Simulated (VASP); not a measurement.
# TiO2 (P4_2/mnm) in VASP: single point with PBE

Aim: the single point of TiO2 with PBE.

Program: VASP 6.6.1. These are calculated values, not measurements. Logs are shortened: lines on timing, memory, paths and dates and some standing lists are left out, and cuts for length are marked.

**1. The cell of the first run**

The structure is tetragonal, space group P4_2/mnm (No. 136). Conventional cell: a = 4.590 Å, b = 4.590 Å, c = 2.960 Å, α = 90.00°, β = 90.00°, γ = 90.00°. Within 2.5 Å of O (site symmetry m2m) lie 3 Ti at 1.86 to 2.12 Å and 1 O at 2.25 Å. Within 2.5 Å of Ti (site symmetry mmm) lie 6 O at 1.86 to 2.12 Å.

**2. Single point, PBE, collinear spin, ferromagnetic start**

Input file INCAR:

```
PREC = Accurate ; ENCUT = 520
EDIFF = 1E-6 ; ISMEAR = 0
SIGMA = 0.05 ; LREAL = False
LASPH = True ; NELM = 150
ALGO = Normal ; ISIF = 2
LWAVE = False ; LCHARG = False
ISPIN = 2 ; MAGMOM = 0 0 0 0 1 1
LORBIT = 11 ; LMAXMIX = 4
GGA = PE ; NBANDS = 37
```

Input file KPOINTS:

```
Automatic mesh
0
Gamma
  5 5 8
```

Input file POSCAR:

```
TiO2
1.0
    4.5900000000      0.0000000000      0.0000000000
    0.0000000000      4.5900000000      0.0000000000
    0.0000000000      0.0000000000      2.9600000000
O Ti
4 2
Direct
    0.3270000000      0.3270000000      0.0000000000
    0.1730000000      0.8270000000      0.5000000000
    0.6730000000      0.6730000000      0.0000000000
    0.8270000000      0.1730000000      0.5000000000
    0.0000000000      0.0000000000      0.0000000000
    0.5000000000      0.5000000000      0.5000000000
```

Potentials or basis: VASP PAW PBE potentials, release 64 (O, Ti_sv).

Run with:

```console
> cat potpaw_PBE.64/O/POTCAR potpaw_PBE.64/Ti_sv/POTCAR > POTCAR
> mpirun -np 1 vasp_std > vasp.out
```

OUTCAR:

```text
PREC = Accurate
   ENCUT = 520
   EDIFF = 1E-6
   ISMEAR = 0
   LREAL = False
   LASPH = True
   NELM = 150
   ISIF = 2
   ISPIN = 2
   LORBIT = 11
   GGA = PE

 ion  position               nearest neighbor table
   1  0.327  0.327  0.000-   6 1.86   6 1.86   5 2.12
   2  0.173  0.827  0.500-   5 1.86   5 1.86   6 2.12
   3  0.673  0.673  0.000-   6 1.86   6 1.86   5 2.12
   4  0.827  0.173  0.500-   5 1.86   5 1.86   6 2.12
   5  0.000  0.000  0.000-   2 1.86   4 1.86   2 1.86   4 1.86   3 2.12   1 2.12
   6  0.500  0.500  0.500-   1 1.86   3 1.86   1 1.86   3 1.86   2 2.12   4 2.12

  LATTYP: Found a simple tetragonal cell.
 ALAT       =     4.5900000000
 C/A-ratio  =     0.6448801743

  Lattice vectors:

 A1 = (   4.5900000000,   0.0000000000,   0.0000000000)
 A2 = (   0.0000000000,   4.5900000000,   0.0000000000)
 A3 = (   0.0000000000,   0.0000000000,   2.9600000000)

Analysis of symmetry for initial positions (statically):
=====================================================================
 Subroutine PRICEL returns:
 Original cell was already a primitive cell.

 Routine SETGRP: Setting up the symmetry group for a
 simple tetragonal supercell.

 Subroutine GETGRP returns: Found 16 space group operations
 (whereof  8 operations were pure point group operations)
 out of a pool of 16 trial point group operations.

The static configuration has the point symmetry D_2h.
 The point group associated with its full space group is D_4h.

Analysis of symmetry for dynamics (positions and initial velocities):
=====================================================================
 Subroutine PRICEL returns:
 Original cell was already a primitive cell.

 Routine SETGRP: Setting up the symmetry group for a
 simple tetragonal supercell.

 Subroutine GETGRP returns: Found 16 space group operations
 (whereof  8 operations were pure point group operations)
 out of a pool of 16 trial point group operations.

The dynamic configuration has the point symmetry D_2h.
 The point group associated with its full space group is D_4h.

Analysis of structural, dynamic, and magnetic symmetry:
=====================================================================
 Subroutine PRICEL returns:
 Original cell was already a primitive cell.

 Routine SETGRP: Setting up the symmetry group for a
 simple tetragonal supercell.

 Subroutine GETGRP returns: Found 16 space group operations
 (whereof  8 operations were pure point group operations)
 out of a pool of 16 trial point group operations.

The overall configuration has the point symmetry D_2h.
 The point group associated with its full space group is D_4h.

 Subroutine INISYM returns: Found 16 space group operations
 (whereof  8 operations are pure point group operations),
 and found     1 'primitive' translations

----------------------------------------------------------------------------------------

                                     Primitive cell

  volume of cell :      62.3616

  direct lattice vectors                    reciprocal lattice vectors
     4.590000000  0.000000000  0.000000000     0.217864924  0.000000000  0.000000000
     0.000000000  4.590000000  0.000000000     0.000000000  0.217864924  0.000000000
     0.000000000  0.000000000  2.960000000     0.000000000  0.000000000  0.337837838

  length of vectors
     4.590000000  4.590000000  2.960000000     0.217864924  0.217864924  0.337837838

  position of ions in fractional coordinates (direct lattice)
     0.327000000  0.327000000  0.000000000
     0.173000000  0.827000000  0.500000000
     0.673000000  0.673000000  0.000000000
     0.827000000  0.173000000  0.500000000
     0.000000000  0.000000000  0.000000000
     0.500000000  0.500000000  0.500000000

  ion indices of the primitive-cell ions
   primitive index   ion index
                 1           1
                 2           2
                 3           3
                 4           4
                 5           5
                 6           6

----------------------------------------------------------------------------------------
[... 50 lines left out ...]
  0.400000  0.400000  0.375000      8.000000
 [... further k-points ...]
   k-points           NKPTS =     30   k-points in BZ     NKDIM =     30   number of bands    NBANDS=     37
   number of dos      NEDOS =    301   number of ions     NIONS =      6
   total plane-waves  NPLWV =  31104
   dimension x,y,z NGX =    36 NGY =   36 NGZ =   24
   dimension x,y,z NGXF=    72 NGYF=   72 NGZF=   48
   ions per type =               4   2
   NGX,Y,Z   is equivalent  to a cutoff of  13.04, 13.04, 13.48 a.u.
   NGXF,Y,Z  is equivalent  to a cutoff of  26.08, 26.08, 26.96 a.u.
 SYSTEM =  unknown system
   PREC   = accura    normal or accurate (medium, high low for compatibility)
   ISTART =      0    job   : 0-new  1-cont  2-samecut
   ICHARG =      2    charge: 1-file 2-atom 10-const
   ISPIN  =      2    spin polarized calculation?
   LNONCOLLINEAR =      F non collinear calculations
   LSORBIT =      F    spin-orbit coupling
   LASPH  =      T    aspherical Exc in radial PAW
   ENCUT  =  520.0 eV  38.22 Ry    6.18 a.u.   8.53  8.53  5.50*2*pi/ulx,y,z
   NELM   =    150;   NELMIN=  2; NELMDL= -5     # of ELM steps
   EDIFF  = 0.1E-05   stopping-criterion for ELM
   LREAL  =      F    real-space projection
   EDIFFG = 0.1E-04   stopping-criterion for IOM
   NSW    =      0    number of steps for IOM
   IBRION =     -1    ionic relax: 0-MD 1-quasi-New 2-CG
   NFREE  =      0    steps in history (QN), initial steepest desc. (CG)
   ISIF   =      2    stress and relaxation
   ISYM   =      2    0-nonsym 1-usesym 2-fastsym
   POTIM  = 0.5000    time-step for ionic-motion
   TEBEG  =    0.0;   TEEND  =   0.0 temperature during run
   PSTRESS=    0.0 pullay stress
   NELECT =      48.0000    total number of electrons
   NUPDOWN=      -1.0000    fix difference up-down
   EMIN   =  10.00;   EMAX   =-10.00  energy-range for DOS
   EFERMI =   0.00;   METHOD = LEGACY
   ISMEAR =     0;   SIGMA  =   0.05  broadening in eV -4-tet -1-fermi 0-gaus
   EFERMI_NEDOS =   21; number of points for ismear=-14 and -15
   IALGO  =     38    algorithm
   IMIX   =      4    mixing-type and parameters
     AMIX     =   0.40;   BMIX     =  1.00
     AMIX_MAG =   1.60;   BMIX_MAG =  1.00
  volume/ion in A,a.u.               =      10.39        70.14
  Fermi-wavevector in a.u.,A,eV,Ry     =   1.500316  2.835187 30.626028  2.250950
  Thomas-Fermi vector in A             =   2.611833
   LORBIT       =     11    0 simple, 1 ext, 2 COOP (PROOUT), +10 PAW based schemes
   GGA     = PE    functional components
   LHFCALC =     F    Hartree Fock is set to
   AEXX    =    0.0000 exact exchange contribution
   IVDW    =     0    specifies the selected vdW correction
   LEPSILON=     F    determine dielectric tensor
   LRPA    =     F    only Hartree local field effects (RPA)
 spin polarized calculation
 Gauss-broadening in eV      SIGMA  =   0.05
  energy-cutoff  :      520.00
  volume of cell :       62.36
 maximum number of plane-waves:      1692
 NGX is ok and might be reduce to    36
   NGX = 17   NGY = 17   NGZ = 11

 number of electron      47.9999968 magnetization      -0.0000255

 number of electron      47.9999968 magnetization       0.0000025

 Free energy of the ion-electron system (eV)
  ---------------------------------------------------
  ext. energy  EPLUGINS =         0.00000000
  ---------------------------------------------------
  free energy    TOTEN  =       -52.55576170 eV

  energy without entropy =      -52.55576170  energy(sigma->0) =      -52.55576170

 E-fermi :   4.9499     XC(G=0): -11.3452

 val. band max:        4.6337355358   @ k =   0.2000   0.2000   0.0000
 cond. band min:       6.9568107353   @ k =   0.4000   0.2000   0.5000
 fundamental gap:      2.3230751995
 Fermi energy:         4.9498623069

 spin component 1

 k-point     1 :       0.0000    0.0000    0.0000
  band No.  band energies     occupation
      1     -51.8163      1.00000
      2     -51.7995      1.00000
      3     -28.1899      1.00000
      4     -28.1899      1.00000
      5     -27.9617      1.00000
      6     -27.9535      1.00000
[... 925 lines left out ...]
     35      16.2661      0.00000
     36      16.5899      0.00000

 [... further k-points ...]

 spin component 2

 k-point     1 :       0.0000    0.0000    0.0000
  band No.  band energies     occupation
      1     -51.8163      1.00000
      2     -51.7996      1.00000
      3     -28.1899      1.00000
      4     -28.1899      1.00000
      5     -27.9617      1.00000
      6     -27.9535      1.00000
[... 925 lines left out ...]
     35      16.2661      0.00000
     36      16.5899      0.00000

 [... further k-points ...]

 [bands above 36 left out]

------------------------ aborting loop because EDIFF is reached ----------------------------------------

  FORCE on cell =-STRESS in cart. coord.  units (eV):
  Direction    XX          YY          ZZ          XY          YZ          ZX
  --------------------------------------------------------------------------------------
  -------------------------------------------------------------------------------------
  Total        7.1275475      7.1275475      9.9984115      0.0000000      0.0000000      0.0000000
  in kB      183.1190893    183.1190893    256.8765785      0.0000000      0.0000000      0.0000000
  external PRESSURE =     207.7049191 kB  Pullay stress =       0.0000000 kB

 VOLUME and BASIS-vectors are now :
 -----------------------------------------------------------------------------
  energy-cutoff  :      520.00
  volume of cell :       62.36
      direct lattice vectors                 reciprocal lattice vectors
     4.590000000  0.000000000  0.000000000     0.217864924  0.000000000  0.000000000
     0.000000000  4.590000000  0.000000000     0.000000000  0.217864924  0.000000000
     0.000000000  0.000000000  2.960000000     0.000000000  0.000000000  0.337837838

 POSITION                                       TOTAL-FORCE (eV/Angst)
 -----------------------------------------------------------------------------------
      1.50093      1.50093      0.00000        -2.805719     -2.805719      0.000000
      0.79407      3.79593      1.48000         2.805719     -2.805719      0.000000
      3.08907      3.08907      0.00000         2.805719      2.805719      0.000000
      3.79593      0.79407      1.48000        -2.805719      2.805719      0.000000
      0.00000      0.00000      0.00000         0.000000      0.000000      0.000000
      2.29500      2.29500      1.48000         0.000000      0.000000      0.000000
 -----------------------------------------------------------------------------------
    total drift:                                0.000000      0.000000      0.000000

  FREE ENERGIE OF THE ION-ELECTRON SYSTEM (eV)
  ---------------------------------------------------
  free  energy   TOTEN  =       -52.5557617004 eV

  energy  without entropy=      -52.5557617004  energy(sigma->0) =      -52.55576170

 total charge

# of ion       s       p       d       tot
------------------------------------------
    1        1.579   3.529   0.000   5.108
    2        1.579   3.529   0.000   5.108
    3        1.579   3.529   0.000   5.108
    4        1.579   3.529   0.000   5.108
    5        2.234   6.342   1.804  10.380
    6        2.234   6.342   1.804  10.380
--------------------------------------------------
tot         10.784  26.799   3.607  41.190

 magnetization (x)

# of ion       s       p       d       tot
------------------------------------------
    1        0.000   0.000   0.000   0.000
    2        0.000   0.000   0.000   0.000
    3        0.000   0.000   0.000   0.000
    4        0.000   0.000   0.000   0.000
    5       -0.000  -0.000   0.000  -0.000
    6       -0.000  -0.000   0.000  -0.000
--------------------------------------------------
tot         -0.000   0.000   0.000  -0.000
```

Wall time 3.2 min (1 thread of AMD EPYC 7R13 (Zen 3), shared host); peak memory 0.22 GiB.

Results:

```yaml
Free_energy: -52.5558 eV
Pressure: 20.8 GPa
Largest_force: 3.968 eV/Å
Band_gap_on_the_k_mesh: 2.32 eV, indirect (least direct gap 2.58 eV)
Net_moment: 0.00 μB per cell
Valence_electrons_inside_the_program's_atomic_spheres: O 5.11; Ti 10.38
```

Forces on the atoms (eV/Å):
```
O   -2.806 -2.806  0.000
O    2.806 -2.806  0.000
O    2.806  2.806  0.000
O   -2.806  2.806  0.000
Ti   0.000  0.000  0.000
Ti   0.000  0.000  0.000
```

Stress tensor (GPa, compression positive):
```
18.31  0.00  0.00
 0.00 18.31  0.00
 0.00  0.00 25.69
```

Caveat: forces of over 1 eV/Å act on the atoms, so gaps and moduli don't describe the material at rest. As with any semilocal functional, this PBE gap is likely too small.
